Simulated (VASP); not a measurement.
# Hf6B3Ru7W8 in VASP: further runs

Runs on Hf6B3Ru7W8. Level: PBE. Tasks: single point.

All numbers are computed with VASP 6.6.1; they aren't measurements. Logs are shortened: lines on timing, memory, paths and dates and some standing lists are left out, and cuts for length are marked.

## 1. The cell of the first run

The cell holds a disordered packing, 24 atoms: a = 7.377 Å, b = 7.258 Å, c = 6.959 Å, α = 91.78°, β = 90.90°, γ = 92.39°.

## 2. Single point, PBE

File INCAR:

```
SYSTEM = Hf6B3Ru7W8
PREC = Accurate
ENCUT = 520
EDIFF = 1E-6
ISMEAR = -1
SIGMA = 0.3637
LREAL = Auto
LASPH = .TRUE.
NELM = 80
ALGO = Normal
ISIF = 2
LWAVE = .FALSE.
LCHARG = .TRUE.
GGA = PE
LELF = .TRUE.
LVHAR = .TRUE.
ISYM = 0
NBANDS = 158
```

File KPOINTS:

```
Automatic mesh
0
Gamma
  1 1 1
  0.25 0.25 0.25
```

File POSCAR:

```
Hf6B3Ru7W8
1.0
    7.3750040000     -0.1530220000     -0.0573130000
   -0.1530220000      7.2550850000     -0.1107270000
   -0.0573130000     -0.1107270000      6.9577420000
W Ru Hf B
8 7 6 3
Direct
    0.3055677135      0.5972905390      0.1623456564
    0.8174918254      0.7094901490      0.6493095928
    0.6726154936      0.9761847560      0.4572995982
    0.3163304185      0.8709190955      0.4573189267
    0.4409869148      0.0125680897      0.1519038662
    0.4206129227      0.1527421001      0.7671921815
    0.0147674721      0.5249120728      0.3606523937
    0.7451337941      0.0390631004      0.8907786740
    0.5573842203      0.5042175770      0.8914115903
    0.6903175900      0.3197206128      0.1933714812
    0.3604219943      0.2757548074      0.3965435005
    0.5492974174      0.5684979096      0.4700846842
    0.1935297389      0.5186066473      0.6798522463
    0.6931129457      0.3089538424      0.6181496690
    0.4505329504      0.8116314164      0.8307861813
    0.0727446106      0.1764252632      0.1179635939
    0.0090454938      0.8425985138      0.2667883963
    0.1362875320      0.8680805858      0.8512146622
    0.6626646925      0.7544824393      0.1056016274
    0.0506679842      0.1681426444      0.6176620037
    0.9257944531      0.4969934528      0.9791995236
    0.2075322507      0.3720551198      0.9116703153
    0.7918612173      0.0204160723      0.1751528804
    0.3947400046      0.3104997218      0.1189228397
```

Potentials or basis: VASP PAW PBE potentials, release 64 (W_sv, Ru_pv, Hf_pv, B).

Launch:

```
$ cat potpaw_PBE.64/W_sv/POTCAR potpaw_PBE.64/Ru_pv/POTCAR potpaw_PBE.64/Hf_pv/POTCAR potpaw_PBE.64/B/POTCAR > POTCAR
$ mpirun -np 1 vasp_std > vasp.out
```

OUTCAR:

```text
SYSTEM = Hf6B3Ru7W8
   PREC = Accurate
   ENCUT = 520
   EDIFF = 1E-6
   ISMEAR = -1
   LREAL = Auto
   LASPH = .TRUE.
   NELM = 80
   ISIF = 2
   GGA = PE
   ISYM = 0

 ion  position               nearest neighbor table
   1  0.306  0.597  0.162-  24 2.22  22 2.43   7 2.61   9 2.76  12 2.79   4 2.81  19 2.86  11 2.93
                            17 2.96  15 3.01  21 3.11   5 3.14  18 3.24  16 3.44
   2  0.817  0.709  0.649-  12 2.49   3 2.64   7 2.83  18 2.90  21 2.92   8 2.95   9 2.96  14 3.01
                            15 3.11  13 3.16  17 3.19  19 3.40
   3  0.673  0.976  0.457-  23 2.19  14 2.63   2 2.64   4 2.71   5 2.73  19 2.89  17 3.01  12 3.06
                             8 3.07  10 3.14   6 3.15  20 3.23  11 3.26  15 3.32
   4  0.316  0.871  0.457-   5 2.56  17 2.61   3 2.71   1 2.81  15 2.82  12 2.85  11 2.99   6 2.99
                            18 3.06  13 3.14  20 3.16   7 3.33  19 3.67
   5  0.441  0.013  0.152-  24 2.22  19 2.55   4 2.56  23 2.59  11 2.61  15 2.63   3 2.73  10 2.83
                             6 2.90   8 2.91  16 3.02   1 3.14  18 3.17  17 3.48
   6  0.421  0.153  0.767-  22 2.48  14 2.52  15 2.55  24 2.68   8 2.70  11 2.79   9 2.81   5 2.90
                            20 2.91  18 2.96   4 2.99   3 3.15  13 3.27  16 3.57
   7  0.015  0.525  0.361-  17 2.42  13 2.57   1 2.61  21 2.72   2 2.83  10 2.97  16 3.05  11 3.20
                            20 3.21   4 3.33  14 3.36  19 3.62
   8  0.745  0.039  0.891-  23 2.01  19 2.64  15 2.69   6 2.70  14 2.80   5 2.91  10 2.93   2 2.95
                            16 2.99   3 3.07  20 3.10  18 3.20  21 3.56  17 3.60
   9  0.557  0.504  0.891-  19 2.41  15 2.44  24 2.45  14 2.58  10 2.72  22 2.72   1 2.76  21 2.78
                             6 2.81   2 2.96  12 2.98  13 3.05
  10  0.690  0.320  0.193-  24 2.23  23 2.33  21 2.63   9 2.72   5 2.83  12 2.84  11 2.85   8 2.93
                            14 2.96   7 2.97  16 3.09   3 3.14  19 3.25
  11  0.360  0.276  0.397-  24 1.97  12 2.53   5 2.61   6 2.79  10 2.85  20 2.87  14 2.88  16 2.90
                            13 2.92   1 2.93   4 2.99   7 3.20   3 3.26
  12  0.549  0.568  0.470-  14 2.45   2 2.49  11 2.53   1 2.79  10 2.84   4 2.85   9 2.98  19 3.02
                            13 3.04   3 3.06  15 3.14
  13  0.194  0.519  0.680-  22 1.96   7 2.57  20 2.73  18 2.82  21 2.90  11 2.92  15 2.95  12 3.04
                             9 3.05   4 3.14   2 3.16   6 3.27
  14  0.693  0.309  0.618-  12 2.45   6 2.52   9 2.58   3 2.63   8 2.80  20 2.87  11 2.88  10 2.96
                             2 3.01  21 3.25   7 3.36
  15  0.451  0.812  0.831-  18 2.38   9 2.44  19 2.51   6 2.55   5 2.63   8 2.69   4 2.82  13 2.95
                             1 3.01   2 3.11  12 3.14   3 3.32
  16  0.073  0.176  0.118-  22 2.26  23 2.36  24 2.53  17 2.69  21 2.80  11 2.90  18 2.92   8 2.99
                             5 3.02   7 3.05  10 3.09   1 3.44  20 3.48  20 3.49   6 3.57
  17  0.009  0.843  0.267-  23 2.20   7 2.42   4 2.61  16 2.69  19 2.82   1 2.96   3 3.01  18 3.06
                             2 3.19  21 3.19  20 3.35   5 3.48   8 3.60
  18  0.136  0.868  0.851-  15 2.38  13 2.82  20 2.84   2 2.90  16 2.92   6 2.96  17 3.06   4 3.06
                             5 3.17   8 3.20  21 3.21   1 3.24
  19  0.663  0.754  0.106-  23 2.15   9 2.41  15 2.51   5 2.55   8 2.64  17 2.82   1 2.86  21 2.88
[... 148 lines left out ...]
  volume/ion in A,a.u.               =      15.50       104.60
  Fermi-wavevector in a.u.,A,eV,Ry     =   1.487398  2.810774 30.100876  2.212352
  Thomas-Fermi vector in A             =   2.600563
   LORBIT       =      0    0 simple, 1 ext, 2 COOP (PROOUT), +10 PAW based schemes
   GGA     = PE    functional components
   LHFCALC =     F    Hartree Fock is set to
   AEXX    =    0.0000 exact exchange contribution
   IVDW    =     0    specifies the selected vdW correction
   LEPSILON=     F    determine dielectric tensor
   LRPA    =     F    only Hartree local field effects (RPA)
 non-spin polarized calculation
  energy-cutoff  :      520.00
  volume of cell :      372.00
 maximum number of plane-waves:     10007
 NGX is ok and might be reduce to    54
   NGX = 27   NGY = 27   NGZ = 25

 number of electron     279.0000019 magnetization

 Free energy of the ion-electron system (eV)
  ---------------------------------------------------
  ext. energy  EPLUGINS =         0.00000000
  ---------------------------------------------------
  free energy    TOTEN  =      -244.81364142 eV

  energy without entropy =     -236.29577607  energy(sigma->0) =     -240.55470875

 E-fermi :   9.0372     XC(G=0): -12.8665

 val. band max:        9.0279004953   @ k =   0.2500   0.2500   0.2500
 cond. band min:       9.0822802119   @ k =   0.2500   0.2500   0.2500
 fundamental gap:      0.0543797167
 Fermi energy:         9.0372164374

 k-point     1 :       0.2500    0.2500    0.2500
  band No.  band energies     occupation
      1     -65.0117      2.00000
      2     -64.8571      2.00000
      3     -64.7945      2.00000
      4     -64.7338      2.00000
      5     -64.6914      2.00000
      6     -64.6063      2.00000
[... 143 lines left out ...]
    150      10.0485      0.11677
    151      10.1713      0.08473
 [bands above 151 left out]

------------------------ aborting loop because EDIFF is reached ----------------------------------------

  FORCE on cell =-STRESS in cart. coord.  units (eV):
  Direction    XX          YY          ZZ          XY          YZ          ZX
  --------------------------------------------------------------------------------------
  -------------------------------------------------------------------------------------
  Total       20.7688007     42.1771140     25.6131350     -3.5306895     -5.5693434      9.0125494
  in kB       89.4488260    181.6519589    110.3128144    -15.2062717    -23.9865190     38.8160095
  external PRESSURE =     127.1378664 kB  Pullay stress =       0.0000000 kB

 VOLUME and BASIS-vectors are now :
 -----------------------------------------------------------------------------
  energy-cutoff  :      520.00
  volume of cell :      372.00
      direct lattice vectors                 reciprocal lattice vectors
     7.375004000 -0.153022000 -0.057313000     0.135661925  0.002879094  0.001163306
    -0.153022000  7.255085000 -0.110727000     0.002879094  0.137928948  0.002218747
    -0.057313000 -0.110727000  6.957742000     0.001163306  0.002218747  0.143769681

 POSITION                                       TOTAL-FORCE (eV/Angst)
 -----------------------------------------------------------------------------------
      2.15286      4.26866      1.04591        -0.636981     -0.095181     -0.160867
      5.88322      4.95042      4.39232         0.217338      0.387571      0.188926
      4.78496      6.92874      3.03513        -0.205792      0.741271      1.919690
      2.17346      6.21955      3.06734         0.872869     -0.342869      1.830639
      3.24165      0.00688      1.03024        -1.013657      0.513425     -1.099229
      3.03468      0.95884      5.29691        -1.276188      1.883632      0.750289
[... 16 lines left out ...]
      5.82682      0.00755      1.17102        -1.830821      3.538079      2.215968
      2.85688      2.17913      0.77043         0.478501      0.305142     -3.527480
 -----------------------------------------------------------------------------------
    total drift:                               -0.003662      0.004058     -0.008865

  FREE ENERGIE OF THE ION-ELECTRON SYSTEM (eV)
  ---------------------------------------------------
  free  energy   TOTEN  =      -244.8136414216 eV

  energy  without entropy=     -236.2957760714  energy(sigma->0) =     -240.55470875
```

OSZICAR:

```text
N       E                     dE             d eps       ncg     rms          rms(c)
DAV:   1     0.350237961064E+04    0.35024E+04   -0.16039E+05   324   0.193E+03
DAV:   2     0.227583882957E+02   -0.34796E+04   -0.34150E+04   316   0.614E+02
DAV:   3    -0.245900371597E+03   -0.26866E+03   -0.25376E+03   402   0.147E+02
[... 18 lines left out ...]
DAV:  22    -0.244813636807E+03   -0.17208E-05   -0.61171E-05   368   0.222E-02    0.129E-02
DAV:  23    -0.244813638307E+03   -0.14999E-05   -0.29931E-05   312   0.114E-02    0.601E-03
DAV:  24    -0.244813639675E+03   -0.13678E-05   -0.17089E-05   176   0.590E-03    0.317E-03
DAV:  25    -0.244813640673E+03   -0.99790E-06   -0.10888E-05   176   0.335E-03    0.192E-03
DAV:  26    -0.244813641422E+03   -0.74902E-06   -0.77759E-06   176   0.218E-03
   1 F= -.24481364E+03 E0= -.24055471E+03  d E =-.851787E+01
```

stdout:

```text
POSCAR found type information on POSCAR W RuHfB
 POSCAR found :  4 types and      24 ions
 scaLAPACK will be used
 LDA part: xc-table for (Slater+PW92), standard interpolation
 POSCAR, INCAR and KPOINTS ok, starting setup
 FFT: planning ... GRIDC
 FFT: planning ... GRID_SOFT
 FFT: planning ... GRID
 WAVECAR not read
 entering main loop
```

It took 4.6 min on 1 thread of Intel Xeon Platinum 8259CL at 2.50GHz (Skylake/Cascade Lake), shared host; peak memory 0.43 GiB.

What came out:

```
Free energy            : -244.8136 eV
Pressure               : 12.7 GPa
Largest force          : 5.465 eV/Å
Band gap on the k mesh : zero (an odd number of electrons rules out a gap without spin polarisation)
```

Forces in eV/Å, atoms in the order of the input:
```
W   -0.637 -0.095 -0.161
W    0.217  0.388  0.189
W   -0.206  0.741  1.920
W    0.873 -0.343  1.831
W   -1.014  0.513 -1.099
W   -1.276  1.884  0.750
W   -0.918 -3.818  2.521
W    1.794  1.670 -4.011
Ru  -1.241 -3.401 -1.639
Ru  -0.156 -0.777  1.413
Ru  -0.626  0.168  2.321
Ru  -1.122  2.583 -0.451
Ru   1.552  1.585 -0.768
Ru   1.667 -1.024 -0.239
Ru   1.433 -1.095 -3.231
Hf   0.603  1.351  0.994
Hf   0.657  0.980  0.601
Hf  -2.108 -0.849  0.194
Hf   1.409 -4.306  3.057
Hf  -1.199  0.933 -0.330
Hf   0.090 -0.143 -2.481
B    1.557 -0.788 -0.069
B   -1.831  3.538  2.216
B    0.479  0.305 -3.527
```

Levels at points of the mesh, in eV from the Fermi level:
| k point | band 138 | band 139 | band 140 | band 141 | band 142 | band 143 |
| --- | --- | --- | --- | --- | --- | --- |
| (0.25, 0.25, 0.25) | -0.31 | -0.15 | -0.01 | 0.05 | 0.24 | 0.32 |

Caveat: the k points lie up to 0.90 Å⁻¹ apart, too coarse for converged energies and pressures of a metal; the atoms stand as in a frame of molecular dynamics; so wide a smearing shifts energies and pressures; spin-orbit coupling is left out, which moves the levels of the heavy elements.

## 3. Single point, PBE

File INCAR:

```
PREC = Accurate
ENCUT = 520
EDIFF = 1E-6
ISMEAR = -1
SIGMA = 0.3637
LREAL = Auto
LASPH = True
NELM = 60
ALGO = Normal
ISIF = 2
LWAVE = False
LCHARG = False
GGA = PE
ISYM = 0
NBANDS = 158
```

KPOINTS is that of step 2.

File POSCAR:

```
Hf6B3Ru7W8
1.0
    7.3750040000     -0.1530220000     -0.0573130000
   -0.1530220000      7.2550850000     -0.1107270000
   -0.0573130000     -0.1107270000      6.9577420000
W Ru Hf B
8 7 6 3
Direct
    0.2956272088      0.5972131910      0.1754765996
    0.8190620616      0.7000891113      0.6305191643
    0.6622826100      0.9841579296      0.4343531649
    0.3366364270      0.8755330956      0.4634754776
    0.4610548721      0.0130400361      0.1534226653
    0.4203761347      0.1713265789      0.7634731922
   -0.0002875125      0.5189600910      0.3521414585
    0.7308112919      0.0472627636      0.8919609626
    0.5754622431      0.5067192367      0.8875500081
    0.7067308953      0.2909508029      0.1983024058
    0.3560452912      0.2944436892      0.3941877825
    0.5461387039      0.5961668509      0.4606368869
    0.2022976510      0.5196425598      0.6508164210
    0.6738810296      0.3168532480      0.6160342469
    0.4647701846      0.8140886649      0.8236961027
    0.0727026073      0.1789738728      0.1278781312
    0.0105142346      0.8479377050      0.2886849211
    0.1214454123      0.8686299335      0.8419191438
    0.6619249231      0.7423508940      0.1064668955
    0.0375972675      0.1701523528      0.6133153934
    0.9306239785      0.5049098826      0.9970031957
    0.2237194590      0.3457367846      0.8798103509
    0.8031282742      0.0435649219      0.2079431091
    0.4060781518      0.3431797566      0.0683429800
```

Potentials or basis: VASP PAW PBE potentials, release 64 (W_sv, Ru_pv, Hf_pv, B).

Launch:

```
$ cat potpaw_PBE.64/W_sv/POTCAR potpaw_PBE.64/Ru_pv/POTCAR potpaw_PBE.64/Hf_pv/POTCAR potpaw_PBE.64/B/POTCAR > POTCAR
$ mpirun -np 1 vasp_std > vasp.out
```

It took 5 min on 1 thread of Intel Xeon Platinum 8259CL at 2.50GHz (Skylake/Cascade Lake), shared host; peak memory 0.44 GiB.

Results (log left out):

| Quantity | Value |
| --- | --- |
| Free energy | -243.4957 eV |
| Pressure | 16.0 GPa |
| Largest force | 7.220 eV/Å |
| Band gap on the k mesh | zero (an odd number of electrons rules out a gap without spin polarisation) |

Forces on the atoms (eV/Å):
```
W    0.470  0.516 -1.596
W    0.561  1.121  1.442
W    0.231 -0.042  7.216
W   -1.824  0.152  1.625
W   -3.981  2.060 -2.539
W   -1.790 -1.108  0.130
W   -0.593 -3.836  3.610
W    2.825  1.197 -2.042
Ru  -1.733 -2.801 -1.407
Ru  -1.463  3.787  1.203
Ru   0.051 -0.718 -0.777
Ru  -1.358  0.380 -0.221
Ru   0.899  1.363  0.923
Ru   3.254 -0.816 -1.443
Ru  -0.368 -0.657 -2.914
Hf   2.246  1.426 -0.537
Hf   0.952  0.554  0.088
Hf   0.029 -0.973  0.601
Hf   2.570 -1.124  3.871
Hf  -0.955  1.215 -0.313
Hf   0.923 -0.641 -5.066
B   -1.024  1.467  1.020
B   -0.003 -0.198 -3.112
B    0.081 -2.323  0.239
```

Stress tensor (GPa, compression positive):
```
13.61 -0.44  2.29
-0.44 20.41 -0.08
 2.29 -0.08 14.06
```

Levels at points of the mesh, in eV from the Fermi level:
| k point | band 136 | band 137 | band 138 | band 139 | band 140 | band 141 | band 142 | band 143 | band 144 | band 145 |
| --- | --- | --- | --- | --- | --- | --- | --- | --- | --- | --- |
| (0.25, 0.25, 0.25) | -0.46 | -0.33 | -0.25 | -0.18 | -0.10 | 0.12 | 0.24 | 0.31 | 0.38 | 0.52 |

Caveat: the k points lie up to 0.90 Å⁻¹ apart, too coarse for converged energies and pressures of a metal; the atoms stand as in a frame of molecular dynamics; so wide a smearing shifts energies and pressures; spin-orbit coupling is left out, which moves the levels of the heavy elements.

## 4. Single point, PBE

File INCAR:

```
PREC = Accurate
ENCUT = 520
EDIFF = 1E-7
ISMEAR = -1
SIGMA = 0.3637
LREAL = Auto
LASPH = T
NELM = 60
ALGO = Normal
ISIF = 2
LWAVE = F
LCHARG = F
GGA = PE
ISYM = 0
NBANDS = 158
```

KPOINTS is that of step 3.

File POSCAR:

```
Hf6B3Ru7W8
1.0
    7.3750040000     -0.1530220000     -0.0573130000
   -0.1530220000      7.2550850000     -0.1107270000
   -0.0573130000     -0.1107270000      6.9577420000
W Ru Hf B
8 7 6 3
Direct
    0.2885115901      0.5857310324      0.1795298970
    0.8163238851      0.6789627562      0.6320499495
    0.6585047565      0.9957092438      0.4357788461
    0.3384137892      0.8713566131      0.4796349467
    0.4668144709      0.0231966851      0.1638718477
    0.4217408632      0.1958672475      0.7607620442
    0.0043876843      0.4975149205      0.3558086526
    0.7229182461      0.0689518830      0.8836180543
    0.5876933570      0.4887598814      0.8877190883
    0.7046222851      0.2985574034      0.2046711969
    0.3363443613      0.3137545650      0.4017353627
    0.5543073970      0.6132630374      0.4700771883
    0.2255219538      0.5373225203      0.6426141484
    0.6713280113      0.3266736320      0.5945163551
    0.4749152266      0.8014706499      0.7878675664
    0.0827907867      0.1784345335      0.1269689950
    0.0236772029      0.8657938587      0.3167511483
    0.1071642143      0.8583312793      0.8538017578
    0.6738994875      0.7198420778      0.1111744522
    0.0170027991      0.1895787143      0.6217262675
    0.9398191299      0.5045065756      0.9859933515
    0.2214198148      0.3807304596      0.8945943059
    0.8018552767      0.0251549110      0.1809993902
    0.3614893400      0.2917093963      0.0641455439
```

Launch:

```
$ cat potpaw_PBE.64/W_sv/POTCAR potpaw_PBE.64/Ru_pv/POTCAR potpaw_PBE.64/Hf_pv/POTCAR potpaw_PBE.64/B/POTCAR > POTCAR
$ mpirun -np 1 vasp_std > vasp.out
```

Run time: 4.8 min. Hardware: 1 thread of Intel Xeon Platinum 8259CL at 2.50GHz (Skylake/Cascade Lake), shared host; peak memory 0.44 GiB.

The run converged. Its results:

| Quantity | Value |
| --- | --- |
| Free energy | -243.9495 eV |
| Pressure | 16.5 GPa |
| Largest force | 6.200 eV/Å |
| Band gap on the k mesh | zero (an odd number of electrons rules out a gap without spin polarisation) |

Forces on the atoms (eV/Å):
```
W    1.514  0.890 -1.856
W    2.806  2.438  2.390
W    2.523 -0.426  5.647
W   -1.728  2.267  0.455
W   -3.383 -0.979 -4.700
W   -3.335 -3.122  0.385
W   -1.347 -0.835  2.256
W    1.489 -0.218 -1.150
Ru  -2.470 -1.628  0.196
Ru  -0.264  2.007  0.467
Ru   1.065 -2.354 -1.766
Ru  -3.175 -1.043 -2.989
Ru  -0.489  0.821  1.917
Ru   3.475 -1.289 -1.469
Ru   0.856  1.308  1.748
Hf  -0.942  0.857 -0.599
Hf  -0.525 -2.411  0.165
Hf   0.886  0.204 -0.097
Hf   0.464  1.842  2.407
Hf   0.312  0.361  0.474
Hf   0.946 -0.962 -3.187
B   -0.087  0.370 -0.024
B   -1.058  0.648 -1.227
B    2.466  1.253  0.558
```

Stress tensor (GPa, compression positive):
```
15.90  0.35  4.91
 0.35 17.55  1.10
 4.91  1.10 15.93
```

Levels at points of the mesh, in eV from the Fermi level:
```tsv
k point	band 138	band 139	band 140	band 141	band 142	band 143
(0.25, 0.25, 0.25)	-0.22	-0.14	-0.06	0.08	0.17	0.28
```

Caveat: the k points lie up to 0.90 Å⁻¹ apart, too coarse for converged energies and pressures of a metal; the atoms stand as in a frame of molecular dynamics; so wide a smearing shifts energies and pressures; spin-orbit coupling is left out, which moves the levels of the heavy elements.

(Part 1 of 3 ends here.)

The gap in the log of VASP goes by the Fermi energy; the results here count the filled bands.